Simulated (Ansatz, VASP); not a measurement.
## Two plane-wave programs on WSe2

Contents of INCAR:

```
SYSTEM = WSe2
  PREC = Accurate
  ENCUT = 520
  EDIFF = 1E-6
  ISMEAR = 0
  SIGMA = 0.05
  LREAL = .FALSE.
  LASPH = .TRUE.
  NELM = 100
  ALGO = Normal
  ISIF = 2
  LWAVE = .FALSE.
  LCHARG = .FALSE.
  GGA = PS
  NBANDS = 20
```

The input KPOINTS:

```
Automatic mesh
0
G
  12 12 2
  0 0 0
```

The input POSCAR:

```
WSe2
1.0
    3.1721450981      0.0000000000      0.0000000000
   -1.5860725490      2.7471582394      0.0000000000
    0.0000000000      0.0000000000     16.6612170741
W Se
1 2
Direct
    0.0000000000      0.0000000000      0.0000000000
    0.3333333333      0.6666666667      0.1003992715
    0.3333333333      0.6666666667      0.8996007285
```

Input for Ansatz:

```yaml
crystal:
  lattice:
    - [3.1721450981, 0.0, 0.0]
    - [-1.586072549, 2.7471582394, 0.0]
    - [0.0, 0.0, 16.6612170741]
  atoms:
    - { symbol: W, position: [0.0, 0.0, 0.0] }
    - { symbol: Se, position: [0.3333333333, 0.6666666667, 0.1003992715] }
    - { symbol: Se, position: [0.3333333333, 0.6666666667, 0.8996007285] }
basis:
  ecutwfc: 420
kpoints:
  mp_grid: { grid: [12, 12, 2] }
hamiltonian:
  xc: pbesol
scf:
  occupations: { method: gaussian, width: 0.05 }
output:
  forces: true
  stress: true
  eigenvalues: true
  write_density: true
  write_potential: true
  elf: true
  volumetric_format: npy
```

Change from the starting cell: strain -0.030 along x and y, +0.000 along z, atoms carried along.

Alike in both runs: task single point; functional PBEsol; k mesh 12 × 12 × 2; occupations gaussian, width 0.05 eV; no spin polarisation.

```csv
,VASP,Ansatz
version,VASP 6.6.1,Ansatz 0.2.0
potentials or method,"VASP PAW PBE potentials, release 64 (W_sv, Se), cutoff 520 eV","scalar-relativistic, plane waves, PAW"
valence electrons in the cell,26,46
```

|  | VASP | Ansatz | Ansatz less VASP |
| --- | --- | --- | --- |
| gap on the k mesh at the Fermi level (eV) | 1.65 | 1.65 | -0.002 |
| least direct gap on the mesh (eV) | 2.06 | 2.06 | +0.004 |
| rms of the force components (eV/Å) | 0.384 | 0.348 | -0.0360 |

VASP's potentials were made for PBE, not for PBEsol. Atom by atom the forces differ by 0.036 eV/Å (rms over components). VASP's potentials hold 26 valence electrons a cell and Ansatz's 46, so a difference there can come from the potentials and not from the codes. Ansatz's warnings: xc potential rough in thin density.

Spin-orbit coupling is off throughout.
